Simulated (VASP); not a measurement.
MgO: relaxation of cell and atoms with r2SCAN

The system is MgO.

```
Mg O
1.0
     2.10850    2.10850    0.00000
    -2.10850    2.10850    0.00000
     0.00000    2.10850    2.10850
Mg O
1 1
Direct
  0.00000 0.00000 0.00000
  0.50000 0.50000 0.00000
```

```json
{
 "Program": "VASP 6.6.1",
 "Task": "relaxation of cell and atoms",
 "Functional": "r2SCAN",
 "Potentials or basis": "VASP PAW PBE potentials, release 64 (Mg, O)",
 "Cutoff": "600 eV",
 "k mesh": "14 × 14 × 14",
 "Occupations": "fermi-dirac, width 0.08 eV",
 "Spin": "no spin polarisation",
 "Dipole correction": "no",
 "Further INCAR settings": "ALGO = Normal; EDIFF = 1e-06; IBRION = 2; EDIFFG = -0.002; NSW = 100; ISIF = 3"
}
```

| Property | Result |
| --- | --- |
| Relaxed volume | 9.21 Å³/atom |
| Relaxed cell | a = 2.965 Å, b = 2.965 Å, c = 2.965 Å, α = 60.00°, β = 60.00°, γ = 90.00° |
| Space group after relaxing (to 0.05 Å) | Fm-3m (No. 225) |
| Energy gained by relaxing | 1.4 meV/atom |
| Ionic steps | 3 |
| Pressure after relaxing | 0.0 GPa |
| Band gap on the k mesh | 5.75 eV, direct |

The path:
```tsv
step	energy change (eV)	largest force (eV/Å)	pressure (GPa)	volume (Å³)
1	0.0000	0.0000	-2.83	18.75
2	-0.0024	0.0000	1.18	18.30
3	-0.0029	0.0000	0.01	18.43
```

Final structure:
```
CELL_PARAMETERS angstrom
2.09642 2.09642 0.00000
-2.09642 2.09642 0.00000
0.00000 2.09642 2.09642
ATOMIC_POSITIONS crystal
Mg 0.00000 0.00000 0.00000
O 0.50000 0.50000 0.00000
```

Levels at points of the mesh, in eV from the valence-band top:
| k point | band 1 | band 2 | band 3 | band 4 | band 5 | band 6 | band 7 | band 8 |
| --- | --- | --- | --- | --- | --- | --- | --- | --- |
| (0.00, 0.00, 0.00) | -18.27 | 0.00 | 0.00 | 0.00 | 5.75 | 16.92 | 16.92 | 16.92 |
| (0.50, 0.00, 0.00) | -16.99 | -4.67 | -0.69 | -0.69 | 8.90 | 13.97 | 17.57 | 17.57 |
| (0.50, 0.50, 0.00) | -16.73 | -4.16 | -1.39 | -1.39 | 10.05 | 11.22 | 14.44 | 20.59 |

Wall time 73 s on 1 thread of Intel(R) Xeon(R) Platinum 8559C (Emerald Rapids) (shared host), peak memory 0.16 GiB.

Caveat: the PAW data sets were made with another functional, which shifts forces and pressure a little. A k mesh can miss the band edges.
